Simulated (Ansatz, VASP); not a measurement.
# One calculation of Au, two programs

```xyz
1
Lattice="-1.6573 1.6573 1.6573 1.6573 -1.6573 1.6573 1.6573 1.6573 -1.6573" Properties=species:S:1:pos:R:3 pbc="T T T"
Au    0.0000    0.0000    0.0000
```

Alike in both runs: task single point; functional PBE; k mesh 11 × 11 × 11; occupations gaussian, width 0.023 eV; no spin polarisation.

|  | VASP | Ansatz |
| --- | --- | --- |
| version | VASP 6.6.1 | Ansatz 0.2.0 |
| potentials or method | VASP PAW PBE potentials, release 64 (Au) | Ansatz PAW |
| plane-wave cutoff (eV) | 500 | 420 |
| valence electrons in the cell | 11 | 19 |

Ansatz gave:

- gap on the k mesh at the Fermi level (eV): none
- pressure (GPa): -0.8

**Question.** What did VASP give for the same quantities?

**Answer.** gap on the k mesh at the Fermi level (eV): none; pressure (GPa): -1.1.

A gap of «none» marks a metal or a gap that the smearing closes. VASP's potentials hold 11 valence electrons a cell and Ansatz's 19, so a difference there can come from the potentials and not from the codes.

Spin-orbit coupling is off throughout.
